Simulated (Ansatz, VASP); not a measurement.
**Two plane-wave programs on P**

```
P
1.0
     3.28000    0.00000    0.00000
    -1.64000    2.84056    0.00000
     0.00000    0.00000   28.00000
P
2
Direct
  0.33333 0.66667 0.52341
  0.66667 0.33333 0.47659
```

Alike in both runs: task single point; functional r2SCAN; k mesh 9 × 9 × 1; occupations gaussian, width 0.02 eV; no spin polarisation.

|  | VASP | Ansatz |
| --- | --- | --- |
| version | VASP 6.6.1 | Ansatz 0.2.0 |
| potentials or method | VASP PAW PBE potentials, release 64 (P), cutoff 520 eV | scalar-relativistic, plane waves, PAW |
| valence electrons in the cell | 10 | 10 |

|  | VASP | Ansatz | Ansatz less VASP |
| --- | --- | --- | --- |
| gap on the k mesh at the Fermi level (eV) | 1.98 | 1.97 | -0.011 |
| least direct gap on the mesh (eV) | 2.70 | 2.68 | -0.024 |
| rms of the force components (eV/Å) | 0.911 | 0.838 | -0.0725 |

VASP's potentials were made for PBE, not for r2SCAN. Atom by atom the forces differ by 0.073 eV/Å (rms over components). With one functional, cell and mesh, what is left measures potentials, basis and numerics.
